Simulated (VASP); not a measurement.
Runs of VASP 6.6.1 on CdTe. The structure is that of space group F-43m (No. 216), or close to it. The cells are those of the table. 

```csv
task,level,cell,cutoff (eV),smearing,gap on the mesh (eV),pressure (GPa)
relaxation of cell and atoms,PBEsol,"relaxed to 25 GPa from a = 4.589 Å, angles 60.0°, 2 atoms",600,gaussian 0.01 eV,1.55,25.0
single point,r2SCAN,"a = 4.746 Å, angles 60.0°, 2 atoms",520,gaussian 0.02 eV,(c),-2.3
single point,PBEsol,"a = 4.589 Å, angles 60.0°, 2 atoms",520,gaussian 0.05 eV,(b),0.2
relaxation of cell and atoms,PBEsol,"relaxed to 4 GPa from a = 4.589 Å, angles 60.0°, 2 atoms",600,gaussian 0.01 eV,0.88,4.0
single point,PBEsol,"a = 4.156 Å, angles 60.0°, 2 atoms",520,gaussian 0.01 eV,1.56,(a)
```

Alike in all rows: potentials or basis VASP PAW PBE potentials, release 64 (Cd, Te); no spin polarisation; k mesh 8 × 8 × 8.

Estimate the missing entries.

(a) 25.5; (b) 0.65; (c) 0.94.

Caveats: the PAW data sets were made with another functional, which shifts forces and pressure a little; spin-orbit coupling is left out, which moves the levels of the heavy elements; the cell is relaxed towards a set pressure, so the enthalpy falls and the energy may rise (some runs).

A k mesh can miss the band edges, and the runs leave out spin-orbit coupling on Cd, Te.
